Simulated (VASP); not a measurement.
A run of VASP 6.6.1 is set up as follows.

INCAR

```
SYSTEM = Hf
  ALGO = Normal
  EDIFF = 1E-7
  EDIFFG = -0.01
  ENCUT = 600
  GGA = PE
  IBRION = 2
  ISIF = 3
  ISMEAR = 0
  LASPH = .True.
  LCHARG = .False.
  LREAL = .False.
  LWAVE = .False.
  NELM = 100
  NSW = 100
  PREC = Accurate
  SIGMA = 0.1
```

File KPOINTS:

```
k-points
0
Gamma
  24 24 24
  0 0 0
```

POSCAR

```
Hf
1.0
   -1.5774312377      1.5774312377      2.2737129916
    1.5774312377     -1.5774312377      2.2737129916
    1.5774312377      1.5774312377     -2.2737129916
Hf
1
Direct
    0.0000000000      0.0000000000      0.0000000000
```

Potentials or basis: VASP PAW PBE potentials, release 64 (Hf_pv).

The run is started by

```console
$ cat potpaw_PBE.64/Hf_pv/POTCAR > POTCAR
$ mpirun -np 1 vasp_std > vasp.out
```

Q: What does it give for the relaxed volume?

A: 22.45 Å³/atom.

Q: Predict the space group after relaxing (to 0.05 Å).

A: Fm-3m (No. 225).

Q: What does it give for the relaxed cell?

A: a = 3.166 Å, b = 3.166 Å, c = 3.166 Å, α = 120.00°, β = 120.00°, γ = 90.00°.

Step by step:
```tsv
step	energy change (eV)	largest force (eV/Å)	pressure (GPa)	volume (Å³)
1	0.0000	0.0000	-0.79	22.63
2	-0.0006	0.0000	0.87	22.27
3	-0.0009	0.0000	0.28	22.39
4	-0.0013	0.0000	0.15	22.42
5	-0.0015	0.0000	0.04	22.45
```
